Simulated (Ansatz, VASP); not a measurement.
# One calculation of SiO2, two programs

Contents of INCAR:

```
  PREC = Accurate
  ENCUT = 520
  EDIFF = 1E-6
  ISMEAR = 0
  SIGMA = 0.05
  LREAL = F
  LASPH = T
  NELM = 60
  ALGO = Normal
  ISIF = 2
  LWAVE = F
  LCHARG = F
  GGA = PE
  NBANDS = 25
```

The input KPOINTS:

```
Automatic mesh
0
Gamma
  6 6 10
```

POSCAR

```
SiO2
1.0
    4.1606192447      0.0000000000      0.0000000000
    0.0000000000      4.1606192447      0.0000000000
    0.0000000000      0.0000000000      2.3420125729
Si O
2 4
Direct
    0.5000000000      0.5000000000      0.5000000000
    0.0000000000      0.0000000000      0.0000000000
    0.6930127928      0.6930127928      0.0000000000
    0.1930127928      0.8069872072      0.5000000000
    0.3069872072      0.3069872072      0.0000000000
    0.8069872072      0.1930127928      0.5000000000
```

Input for Ansatz:

```yaml
crystal:
  lattice:
    - [4.1606192447, 0.0, 0.0]
    - [0.0, 4.1606192447, 0.0]
    - [0.0, 0.0, 2.3420125729]
  atoms:
    - { symbol: Si, position: [0.5, 0.5, 0.5] }
    - { symbol: Si, position: [0.0, 0.0, 0.0] }
    - { symbol: O, position: [0.6930127928, 0.6930127928, 0.0] }
    - { symbol: O, position: [0.1930127928, 0.8069872072, 0.5] }
    - { symbol: O, position: [0.3069872072, 0.3069872072, 0.0] }
    - { symbol: O, position: [0.8069872072, 0.1930127928, 0.5] }
basis:
  ecutwfc: 520.0
kpoints:
  mp_grid: { grid: [6, 6, 10] }
hamiltonian:
  xc: pbe
  pseudopotentials: { kind: paw, azcp: { folder: soft_1 } }
scf:
  occupations: { method: gaussian, width: 0.05 }
output:
  forces: true
  stress: true
  eigenvalues: true
```

Alike in both runs: task single point; functional PBE; k mesh 6 × 6 × 10; occupations gaussian, width 0.05 eV; no spin polarisation.

|  | VASP | Ansatz |
| --- | --- | --- |
| version | VASP 6.6.1 | Ansatz 0.2.0 |
| potentials or method | VASP PAW PBE potentials, release 64 (Si, O), cutoff 520 eV | scalar-relativistic, plane waves, PAW |
| valence electrons in the cell | 32 | 32 |

```csv
,VASP,Ansatz,Ansatz less VASP
gap on the k mesh at the Fermi level (eV),8.34,8.37,+0.026
least direct gap on the mesh (eV),8.34,8.37,+0.026
rms of the force components (eV/Å),0.737,0.698,-0.0388
```

Atom by atom the forces differ by 0.039 eV/Å (rms over components).
